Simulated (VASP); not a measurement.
**Pb: single point with PBE**

Pb:

```
Pb
1.0
     3.52437    0.00000    0.00000
    -1.76218    3.05219    0.00000
     0.00000    0.00000   11.49524
Pb
4
Direct
  0.67913 0.34129 0.75103
  0.98437 0.99636 0.50375
  0.34123 0.68085 0.25385
  0.00242 0.00163 0.00146
```

This cell differs from its parent crystal: atoms moved at random.

| Item | Value |
| --- | --- |
| Program | VASP 6.6.1 |
| Task | single point |
| Functional | PBE |
| Potentials or basis | VASP PAW PBE potentials, release 64 (Pb_d) |
| Cutoff | 520 eV |
| k mesh | 9 × 9 × 3 |
| Occupations | fermi-dirac, width 0.05 eV |
| Spin | no spin polarisation |

```yaml
Pressure: 1.2 GPa
Largest_force: 0.068 eV/Å
Band_gap_on_the_k_mesh: zero (band 28 reaches 12.58 eV, above the bottom of band 29 at 5.06 eV)
```

Forces in eV/Å, atoms in the order of the input:
```
Pb  -0.023 -0.008  0.064
Pb   0.029  0.017 -0.049
Pb  -0.007 -0.018 -0.053
Pb   0.001  0.008  0.038
```

Stress tensor (GPa, compression positive):
```
 1.07 -0.02  0.00
-0.02  1.05  0.01
 0.00  0.01  1.55
```

Levels at points of the mesh, in eV from the Fermi level:
```csv
k point,band 25,band 26,band 27,band 28,band 29,band 30,band 31,band 32
"(0.00, 0.00, 0.00)",-4.09,0.75,0.76,5.44,5.49,6.22,6.22,6.33
```

It took 10 min on 1 thread of Oxide Virtual Turin-like Processor (shared host), peak memory 0.48 GiB.

Caveat: the cell differs from its parent crystal (atoms moved at random); spin-orbit coupling is left out, which moves the levels of the heavy elements.
